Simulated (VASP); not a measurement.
Write the native input for VASP 6.6.1 that does the following.

```
Task                   : single point
Functional             : PBE
Potentials or basis    : VASP PAW PBE potentials, release 64 (Ta_pv, As)
Cutoff                 : 520 eV
k mesh                 : 8 × 8 × 8
Occupations            : gaussian, width 0.1 eV
Spin                   : no spin polarisation
Dipole correction      : no
Further INCAR settings : ALGO = Fast; EDIFF = 1e-06; NBANDS = 42
```

The structure of TaAs lies in POSCAR:

```
TaAs
1.0
   -3.4628971702     -3.4628971702      0.0000000000
   -3.4628971702      3.4628971702      0.0000000000
    1.7314485851      1.7314485851     -5.8672939477
Ta As
4 4
Direct
    0.2498258004      0.7500000000      0.9996516008
    0.7498258004      0.2500000000      0.9996516008
    0.7498258004      0.5000000000      0.4996516008
    0.2498258004      0.0000000000      0.4996516008
    0.1675747796      0.2500000000      0.8351495592
    0.6675747796      0.7500000000      0.8351495592
    0.1675747796      0.5000000000      0.3351495592
    0.6675747796      0.0000000000      0.3351495592
```

The input as run:

INCAR

```
SYSTEM = TaAs
PREC = Accurate
ENCUT = 520
EDIFF = 1E-6
ISMEAR = 0
SIGMA = 0.1
LREAL = .False.
LASPH = .True.
NELM = 60
ALGO = Fast
ISIF = 2
LWAVE = .False.
LCHARG = .True.
GGA = PE
LELF = .True.
LVHAR = .True.
NBANDS = 42
```

KPOINTS

```
Automatic mesh
0
Gamma
  8 8 8
  0 0 0
```

Potentials or basis: VASP PAW PBE potentials, release 64 (Ta_pv, As).

Run with:

```console
$ cat potpaw_PBE.64/Ta_pv/POTCAR potpaw_PBE.64/As/POTCAR > POTCAR
$ mpirun -np 1 vasp_std > vasp.out
```

It gave:

- Pressure: 0.4 GPa
- Band gap on the k mesh: zero (bands 32 and 33 overlap by 0.05 eV)

Caveat: spin-orbit coupling is left out, which moves the levels of the heavy elements.

Wall time 19 min on 1 thread of Oxide Virtual Turin-like Processor (shared host), peak memory 0.55 GiB.
